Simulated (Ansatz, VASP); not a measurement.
One calculation of NaI, two programs

Contents of POSCAR:

```
NaI
1.0
    0.0000000000      3.2297205553      3.2297205553
    3.2297205553      0.0000000000      3.2297205553
    3.2297205553      3.2297205553      0.0000000000
Na I
1 1
Direct
    0.0000000000      0.0000000000      0.0000000000
    0.5000000000      0.5000000000      0.5000000000
```

File INCAR.step1:

```
PREC = Accurate
ENCUT = 520
EDIFF = 1E-5
ISMEAR = 0
SIGMA = 0.01
LREAL = F
LASPH = T
NELM = 80
ALGO = Normal
ISIF = 2
LWAVE = T
LCHARG = F
NBANDS = 14
GGA = PE
```

INCAR.step2

```
PREC = Accurate
ENCUT = 520
EDIFF = 1E-6
ISMEAR = 0
SIGMA = 0.01
LREAL = F
LASPH = T
NELM = 80
ALGO = Normal
ISIF = 2
LWAVE = F
LCHARG = F
GGA = PE
LHFCALC = T
AEXX = 0.3
HFSCREEN = 0.5
PRECFOCK = Normal
NBANDS = 14
ISTART = 1
```

The input KPOINTS:

```
Automatic mesh
0
Gamma
  4 4 4
```

Input for Ansatz:

```yaml
crystal:
  lattice:
    - [0.0, 3.2297205553, 3.2297205553]
    - [3.2297205553, 0.0, 3.2297205553]
    - [3.2297205553, 3.2297205553, 0.0]
  atoms:
    - { symbol: Na, position: [0.0, 0.0, 0.0] }
    - { symbol: I, position: [0.5, 0.5, 0.5] }
kpoints:
  mp_grid: { grid: [4, 4, 4] }
hamiltonian:
  xc: { exchange: pbe, correlation: pbe, exx: { coeff: 0.3, omega: 0.5 } }
scf:
  occupations: { method: fixed }
  n_extra_bands: 4
output:
  forces: true
  stress: true
  eigenvalues: true
```

Alike in both runs: task single point; functional PBE-based screened hybrid; k mesh 4 × 4 × 4; no spin polarisation.

|  | VASP | Ansatz |
| --- | --- | --- |
| version | VASP 6.6.1 | Ansatz 0.2.0 |
| potentials or method | VASP PAW PBE potentials, release 64 (Na_pv, I) | plane waves |
| plane-wave cutoff (eV) | 520 | 420 |
| occupations | gaussian, width 0.01 eV | fixed |
| valence electrons in the cell | 14 | 26 |

|  | VASP | Ansatz | Ansatz less VASP |
| --- | --- | --- | --- |
| gap on the k mesh at the Fermi level (eV) | 4.25 | 4.29 | +0.032 |
| pressure (GPa) | 0.3 | 0.3 | -0.01 |

VASP's potentials were made for PBE, not for PBE-based screened hybrid. VASP's potentials hold 14 valence electrons a cell and Ansatz's 26, so a difference there can come from the potentials and not from the codes. Ansatz's warnings: stress exchange threshold loose, stress scf threshold loose.

The k mesh is coarse, so the values compare programs but aren't converged. Neither program's run includes spin-orbit coupling.
